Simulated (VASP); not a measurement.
# Ga (P6/mmm) in VASP: a series of runs

The runs below take Ga through relaxation of cell and atoms, with LDA.

Program: VASP 6.6.1. These are calculated values, not measurements. Logs are shortened: lines on timing, memory, paths and dates and some standing lists are left out, and cuts for length are marked.

## (1) The cell of the first run

It takes space group P6/mmm (No. 191, hexagonal). Conventional cell: a = 3.432 Å, b = 3.432 Å, c = 2.128 Å, α = 90.00°, β = 90.00°, γ = 120.00°. Within 2.8 Å of Ga (site symmetry 6/mmm) lie 14 Ga at 2.13 to 2.25 Å. Within 2.6 Å of Ga (site symmetry -6m2) lie 11 Ga at 1.98 to 2.25 Å.

This isn't the form of Ga at room conditions, which is orthorhombic.

## (2) Relaxation of cell and atoms, LDA, target pressure 450 GPa, at which the enthalpy is minimised

Input file INCAR:

```
ALGO = Normal
EDIFF = 1E-6
EDIFFG = -0.005
ENCUT = 600
GGA = CA
IBRION = 2
ISIF = 3
ISMEAR = -1
LASPH = T
LCHARG = F
LREAL = F
LWAVE = F
NELM = 60
NSW = 60
PREC = Accurate
PSTRESS = 4500.0
SIGMA = 0.1
```

Input file KPOINTS:

```
k-points
0
Gamma
  10 10 14
```

Input file POSCAR:

```
Ga
1.0
    3.4322479912      0.0000000000      0.0000000000
   -1.7161239956      2.9724139525      0.0000000000
    0.0000000000      0.0000000000      2.1279937546
Ga
3
Direct
    0.0000000000      0.0000000000      0.0000000000
    0.3333333333      0.6666666667      0.5000000000
    0.6666666667      0.3333333333      0.5000000000
```

Potentials or basis: VASP PAW LDA potentials, release 64 (Ga_d).

Launch:

```sh
cat potpaw_LDA.64/Ga_d/POTCAR > POTCAR
mpirun -np 1 vasp_std > vasp.out
```

OUTCAR:

```text
EDIFF = 1E-6
   EDIFFG = -0.005
   ENCUT = 600
   GGA = CA
   IBRION = 2
   ISIF = 3
   ISMEAR = -1
   LASPH = T
   LREAL = F
   NELM = 60
   NSW = 60
   PREC = Accurate
   PSTRESS = 4500.0

 ion  position               nearest neighbor table
   1  0.000  0.000  0.000-   2 2.25   3 2.25   2 2.25   3 2.25   3 2.25   3 2.25   2 2.25   2 2.25
                             3 2.25   3 2.25   2 2.25   2 2.25
   2  0.333  0.667  0.500-   3 1.98   3 1.98   3 1.98   1 2.25   1 2.25   1 2.25   1 2.25   1 2.25
                             1 2.25   3 2.91   3 2.91   3 2.91   3 2.91   3 2.91   3 2.91
   3  0.667  0.333  0.500-   2 1.98   2 1.98   2 1.98   1 2.25   1 2.25   1 2.25   1 2.25   1 2.25
                             1 2.25   2 2.91   2 2.91   2 2.91   2 2.91   2 2.91   2 2.91

  LATTYP: Found a hexagonal cell.
 ALAT       =     3.4322479912
 C/A-ratio  =     0.6200000000

  Lattice vectors:

 A1 = (   3.4322479912,   0.0000000000,   0.0000000000)
 A2 = (  -1.7161239956,   2.9724139525,   0.0000000000)
 A3 = (   0.0000000000,   0.0000000000,   2.1279937546)

Analysis of symmetry for initial positions (statically):
=====================================================================
 Subroutine PRICEL returns:
 Original cell was already a primitive cell.

 Routine SETGRP: Setting up the symmetry group for a
 hexagonal supercell.

 Subroutine GETGRP returns: Found 24 space group operations
 (whereof 24 operations were pure point group operations)
 out of a pool of 24 trial point group operations.

The static configuration has the point symmetry D_6h.

Analysis of symmetry for dynamics (positions and initial velocities):
=====================================================================
 Subroutine PRICEL returns:
 Original cell was already a primitive cell.

 Routine SETGRP: Setting up the symmetry group for a
 hexagonal supercell.

 Subroutine GETGRP returns: Found 24 space group operations
 (whereof 24 operations were pure point group operations)
 out of a pool of 24 trial point group operations.

The dynamic configuration has the point symmetry D_6h.

 Subroutine INISYM returns: Found 24 space group operations
 (whereof 24 operations are pure point group operations),
 and found     1 'primitive' translations

----------------------------------------------------------------------------------------

                                     Primitive cell

  volume of cell :      21.7099

  direct lattice vectors                    reciprocal lattice vectors
     3.432247991  0.000000000  0.000000000     0.291354239  0.168213448  0.000000000
    -1.716123996  2.972413953  0.000000000     0.000000000  0.336426896  0.000000000
     0.000000000  0.000000000  2.127993755     0.000000000  0.000000000  0.469926191

  length of vectors
     3.432247991  3.432247991  2.127993755     0.336426896  0.336426896  0.469926191

  position of ions in fractional coordinates (direct lattice)
     0.000000000  0.000000000  0.000000000
     0.333333333  0.666666667  0.500000000
     0.666666667  0.333333333  0.500000000

  ion indices of the primitive-cell ions
   primitive index   ion index
                 1           1
                 2           2
                 3           3

----------------------------------------------------------------------------------------

 KPOINTS: k-points

Automatic generation of k-mesh.
 Grid dimensions read from file:
 generate k-points for:   10   10   14

 Generating k-lattice:

  Cartesian coordinates                     Fractional coordinates (reciprocal lattice)
     0.029135424  0.016821345  0.000000000     0.100000000  0.000000000  0.000000000
     0.000000000  0.033642690  0.000000000     0.000000000  0.100000000  0.000000000
     0.000000000  0.000000000  0.033566157     0.000000000  0.000000000  0.071428571

  Length of vectors
     0.033642690  0.033642690  0.033566157

  Shift w.r.t. Gamma in fractional coordinates (k-lattice)
     0.000000000  0.000000000  0.000000000

 Subroutine IBZKPT returns following result:
 ===========================================

 Found    112 irreducible k-points:

 Following reciprocal coordinates:
            Coordinates               Weight
  0.000000  0.000000  0.000000      1.000000
  0.100000  0.000000  0.000000      6.000000
  0.200000  0.000000  0.000000      6.000000
  0.300000  0.000000  0.000000      6.000000
  0.400000  0.000000  0.000000      6.000000
  0.500000  0.000000  0.000000      3.000000
[... 16 lines left out ...]
  0.300000  0.100000  0.071429     24.000000
  0.400000  0.100000  0.071429     24.000000
 [... further k-points ...]
   k-points           NKPTS =    112   k-points in BZ     NKDIM =    112   number of bands    NBANDS=     23
   number of dos      NEDOS =    301   number of ions     NIONS =      3
   total plane-waves  NPLWV =  14112
   dimension x,y,z NGX =    28 NGY =   28 NGZ =   18
   dimension x,y,z NGXF=    56 NGYF=   56 NGZF=   36
   ions per type =               3
   NGX,Y,Z   is equivalent  to a cutoff of  13.56, 13.56, 14.06 a.u.
   NGXF,Y,Z  is equivalent  to a cutoff of  27.12, 27.12, 28.12 a.u.
 SYSTEM =  unknown system
   PREC   = accura    normal or accurate (medium, high low for compatibility)
   ISTART =      0    job   : 0-new  1-cont  2-samecut
   ICHARG =      2    charge: 1-file 2-atom 10-const
   ISPIN  =      1    spin polarized calculation?
   LNONCOLLINEAR =      F non collinear calculations
   LSORBIT =      F    spin-orbit coupling
   LASPH  =      T    aspherical Exc in radial PAW
   ENCUT  =  600.0 eV  44.10 Ry    6.64 a.u.   6.86  6.86  4.25*2*pi/ulx,y,z
   NELM   =     60;   NELMIN=  2; NELMDL= -5     # of ELM steps
   EDIFF  = 0.1E-05   stopping-criterion for ELM
   LREAL  =      F    real-space projection
   EDIFFG = -.5E-02   stopping-criterion for IOM
   NSW    =     60    number of steps for IOM
   IBRION =      2    ionic relax: 0-MD 1-quasi-New 2-CG
   NFREE  =      1    steps in history (QN), initial steepest desc. (CG)
   ISIF   =      3    stress and relaxation
   ISYM   =      2    0-nonsym 1-usesym 2-fastsym
   POTIM  = 0.5000    time-step for ionic-motion
   TEBEG  =    0.0;   TEEND  =   0.0 temperature during run
   PSTRESS= 4500.0 pullay stress
   NELECT =      39.0000    total number of electrons
   NUPDOWN=      -1.0000    fix difference up-down
   EMIN   =  10.00;   EMAX   =-10.00  energy-range for DOS
   EFERMI =   0.00;   METHOD = LEGACY
   ISMEAR =    -1;   SIGMA  =   0.10  broadening in eV -4-tet -1-fermi 0-gaus
   EFERMI_NEDOS =   21; number of points for ismear=-14 and -15
   IALGO  =     38    algorithm
   IMIX   =      4    mixing-type and parameters
     AMIX     =   0.40;   BMIX     =  1.00
     AMIX_MAG =   1.60;   BMIX_MAG =  1.00
  volume/ion in A,a.u.               =       7.24        48.84
  Fermi-wavevector in a.u.,A,eV,Ry     =   1.990109  3.760761 53.886351  3.960535
  Thomas-Fermi vector in A             =   3.008101
   LORBIT       =      0    0 simple, 1 ext, 2 COOP (PROOUT), +10 PAW based schemes
   GGA     = CA    functional components
   LHFCALC =     F    Hartree Fock is set to
   AEXX    =    0.0000 exact exchange contribution
   IVDW    =     0    specifies the selected vdW correction
   LEPSILON=     F    determine dielectric tensor
   LRPA    =     F    only Hartree local field effects (RPA)
 conjugate gradient relaxation of ions
 non-spin polarized calculation
  energy-cutoff  :      600.00
  volume of cell :       21.71
 maximum number of plane-waves:       738
 NGX is ok and might be reduce to    28
   NGX = 13   NGY = 13   NGZ =  9

--------------------------------------- Ionic step        1  -------------------------------------------

 number of electron      39.0000003 magnetization

 Free energy of the ion-electron system (eV)
  ---------------------------------------------------
  ext. energy  EPLUGINS =         0.00000000
  ---------------------------------------------------
  free energy    TOTEN  =         8.71867975 eV

  energy without entropy =        8.75047034  energy(sigma->0) =        8.73457505

------------------------ aborting loop because EDIFF is reached ----------------------------------------

  FORCE on cell =-STRESS in cart. coord.  units (eV):
  Direction    XX          YY          ZZ          XY          YZ          ZX
  --------------------------------------------------------------------------------------
  -------------------------------------------------------------------------------------
  Total       65.3610940     65.3610940     59.7725950      0.0000000      0.0000000      0.0000000
  in kB     4823.6034319   4823.6034320   4411.1760759      0.0000000      0.0000000      0.0000000
  external PRESSURE =     186.1276466 kB  Pullay stress =    4500.0000000 kB
[... 96 lines left out ...]
  FREE ENERGIE OF THE ION-ELECTRON SYSTEM (eV)
  ---------------------------------------------------
  free  energy   TOTEN  =         7.3487855018 eV

  energy  without entropy=        7.3822703970  energy(sigma->0) =        7.36552795

  enthalpy is  TOTEN    =        69.6430891436 eV   P V=       62.2943036417

[... ionic steps 4 to 10 ...]

--------------------------------------- Ionic step       11  -------------------------------------------

 number of electron      38.9999993 magnetization

------------------------ aborting loop because EDIFF is reached ----------------------------------------

  FORCE on cell =-STRESS in cart. coord.  units (eV):
  Direction    XX          YY          ZZ          XY          YZ          ZX
  --------------------------------------------------------------------------------------
  -------------------------------------------------------------------------------------
  Total       61.6075895     61.6075895     61.7614588      0.0000000      0.0000000      0.0000000
  in kB     4499.6480635   4499.6480640   4510.8862514      0.0000000      0.0000000      0.0000000
  external PRESSURE =       3.3941263 kB  Pullay stress =    4500.0000000 kB
[... 63 lines left out ...]
  enthalpy is  TOTEN    =        69.5956793484 eV   P V=       61.6233131321

--------------------------------------- Ionic step       13  -------------------------------------------

 number of electron      38.9999993 magnetization

 Free energy of the ion-electron system (eV)
  ---------------------------------------------------
  ext. energy  EPLUGINS =         0.00000000
  ---------------------------------------------------
  free energy    TOTEN  =         7.97203143 eV

  energy without entropy =        8.00068826  energy(sigma->0) =        7.98635984

 E-fermi :  20.3901     XC(G=0): -17.1968

 val. band max:       20.3891330512   @ k =   0.0000   0.0000   0.2857
 cond. band min:      20.4037891061   @ k =   0.2000   0.1000   0.4286
 fundamental gap:      0.0146560549
 Fermi energy:        20.3901386250

 k-point     1 :       0.0000    0.0000    0.0000
  band No.  band energies     occupation
      1      -2.3450      2.00000
      2      -0.3414      2.00000
      3       0.9313      2.00000
      4       1.0599      2.00000
      5       1.1433      2.00000
      6       1.1433      2.00000
[... 613 lines left out ...]
     22      29.9649      0.00000
     23      32.8597      0.00000

 [... further k-points ...]

------------------------ aborting loop because EDIFF is reached ----------------------------------------

  FORCE on cell =-STRESS in cart. coord.  units (eV):
  Direction    XX          YY          ZZ          XY          YZ          ZX
  --------------------------------------------------------------------------------------
  -------------------------------------------------------------------------------------
  Total       61.6276919     61.6276919     61.6289488      0.0000000      0.0000000      0.0000000
  in kB     4500.2953118   4500.2953122   4500.3870947      0.0000000      0.0000000      0.0000000
  external PRESSURE =       0.3259062 kB  Pullay stress =    4500.0000000 kB
[... 18 lines left out ...]
  FREE ENERGIE OF THE ION-ELECTRON SYSTEM (eV)
  ---------------------------------------------------
  free  energy   TOTEN  =         7.9720314316 eV

  energy  without entropy=        8.0006882555  energy(sigma->0) =        7.98635984

  enthalpy is  TOTEN    =        69.5956793309 eV   P V=       61.6236478993

 reached required accuracy - stopping structural energy minimisation
```

It took 3.1 min on 1 thread of Intel Xeon 6975P-C (Granite Rapids), shared host; peak memory 0.17 GiB.

What came out:

* Free energy: 7.9720 eV
* Relaxed volume: 7.31 Å³/atom
* Relaxed cell: a = 3.492 Å, b = 3.492 Å, c = 2.078 Å, α = 90.00°, β = 90.00°, γ = 120.00°
* Space group after relaxing (to 0.1 Å): P6/mmm (No. 191)
* Energy change on relaxing (the run minimises the enthalpy): -248.9 meV/atom
* Ionic steps: 13
* Pressure after relaxing: 450.0 GPa
* Band gap on the k mesh: zero (an odd number of electrons rules out a gap without spin polarisation)

The path:
| step | energy change (eV) | largest force (eV/Å) | pressure (GPa) | volume (Å³) |
| --- | --- | --- | --- | --- |
| 1 | 0.0000 | 0.0000 | 468.61 | 21.71 |
| 2 | -6.3460 | 0.0000 | 307.86 | 24.40 |
| 3 | -1.3699 | 0.0000 | 433.59 | 22.18 |
| 4 | 0.5238 | 0.0000 | 479.62 | 21.66 |
| 5 | -1.1118 | 0.0000 | 440.61 | 22.07 |
| 6 | -1.0804 | 0.0000 | 441.36 | 22.06 |
| 7 | 1.4002 | 0.0000 | 506.56 | 21.22 |
| 8 | -0.7653 | 0.0000 | 449.31 | 21.95 |
| 9 | -0.7494 | 0.0000 | 450.00 | 21.94 |
| 10 | -0.7561 | 0.0000 | 449.79 | 21.94 |
| 11 | -0.7354 | 0.0000 | 450.34 | 21.94 |
| 12 | -0.7463 | 0.0000 | 450.14 | 21.94 |
| 13 | -0.7466 | 0.0000 | 450.03 | 21.94 |

Final structure:
```
CELL_PARAMETERS angstrom
3.49200 0.00000 0.00000
-1.74600 3.02416 0.00000
0.00000 0.00000 2.07762
ATOMIC_POSITIONS crystal
Ga 0.00000 0.00000 0.00000
Ga 0.33333 0.66667 0.50000
Ga 0.66667 0.33333 0.50000
```

Caveat: the cell is relaxed towards a set pressure, so the run minimises the enthalpy, not the energy.

[end of part 1 of 2]
